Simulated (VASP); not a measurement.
A run of VASP 6.6.1 is set up as follows.

The input INCAR:

```
PREC = Accurate
ENCUT = 520
EDIFF = 1E-8
ISMEAR = -1
SIGMA = 0.02
LREAL = F
LASPH = T
NELM = 120
ALGO = Normal
ISIF = 2
LWAVE = F
LCHARG = F
GGA = PE
LEFG = T
NBANDS = 16
GGA_COMPAT = F
```

File KPOINTS:

```
Automatic mesh
0
Gamma
  13 13 13
```

POSCAR

```
GaN
1.0
    0.0000000000      1.9991196500      1.9991196500
    1.9991196500      0.0000000000      1.9991196500
    1.9991196500      1.9991196500      0.0000000000
Ga N
1 1
Direct
    0.5000000000      0.5000000000      0.5000000000
    0.0000000000      0.0000000000      0.0000000000
```

Potentials or basis: VASP PAW PBE potentials, release 64 (Ga_d, N).

Launch:

```sh
$ cat potpaw_PBE.64/Ga_d/POTCAR potpaw_PBE.64/N/POTCAR > POTCAR
$ mpirun -np 1 vasp_std > vasp.out
```

Q: What does it give for the pressure?

A: 65.5 GPa.

Q: Estimate the band gap on the k mesh.

A: 1.84 eV, indirect (least direct gap 5.06 eV).

Caveat: without QUAD_EFG the Cq values of the log hold for a quadrupole moment of 1 mb, not for the nuclei. A k mesh can miss the band edges.
